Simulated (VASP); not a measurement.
Wanted: the native input for a VASP 6.6.1 run.

- Task: single point
- Functional: LDA
- Potentials or basis: VASP PAW LDA potentials, release 64 (Sn_d, S, Se)
- Cutoff: 520 eV
- k mesh: 4 × 8 × 8
- Occupations: gaussian, width 0.01 eV
- Spin: no spin polarisation
- Dipole correction: no
- Further INCAR settings: ALGO = Normal; EDIFF = 1e-07; NBANDS = 50

The structure of Sn4SeS3 lies in POSCAR:

```
Sn4SeS3
1.0
   11.0355285060      0.0000000000      0.0133557307
    0.0000000000      3.9901799464      0.0000000000
    0.0052159859      0.0000000000      4.2477670900
Sn S Se
4 3 1
Direct
    0.1175540820      0.2500000000      0.1129838036
    0.3787385447      0.7500000000      0.6130130331
    0.6199184663      0.2500000000      0.4150778343
    0.8899575238      0.7500000000      0.8739137348
    0.3507317130      0.2500000000      0.0217624125
    0.1437313838      0.7500000000      0.5199975098
    0.8561282168      0.2500000000      0.4716058246
    0.6432400695      0.7500000000      0.9716458473
```

One way to write it, as run:

INCAR

```
SYSTEM = Sn4SeS3
PREC = Accurate ; ENCUT = 520
EDIFF = 1E-7 ; ISMEAR = 0
SIGMA = 0.01 ; LREAL = .FALSE.
LASPH = .TRUE. ; NELM = 80
ALGO = Normal ; ISIF = 2
LWAVE = .FALSE. ; LCHARG = .FALSE.
NBANDS = 50
```

KPOINTS

```
Automatic mesh
0
G
  4 8 8
  0 0 0
```

Potentials or basis: VASP PAW LDA potentials, release 64 (Sn_d, S, Se).

Launch:

```bash
$ cat potpaw_LDA.64/Sn_d/POTCAR potpaw_LDA.64/S/POTCAR potpaw_LDA.64/Se/POTCAR > POTCAR
$ mpirun -np 1 vasp_std > vasp.out
```

Results of the run:

```json
{
 "Pressure": "0.0 GPa",
 "Largest force": "0.025 eV/Å",
 "Band gap on the k mesh": "0.56 eV (least direct gap 1.01 eV)"
}
```

Caveat: spin-orbit coupling is left out, which moves the levels of the heavy elements.

Wall time 14 min on 1 thread of Oxide Virtual Turin-like Processor, on a shared host, peak memory 0.65 GiB.
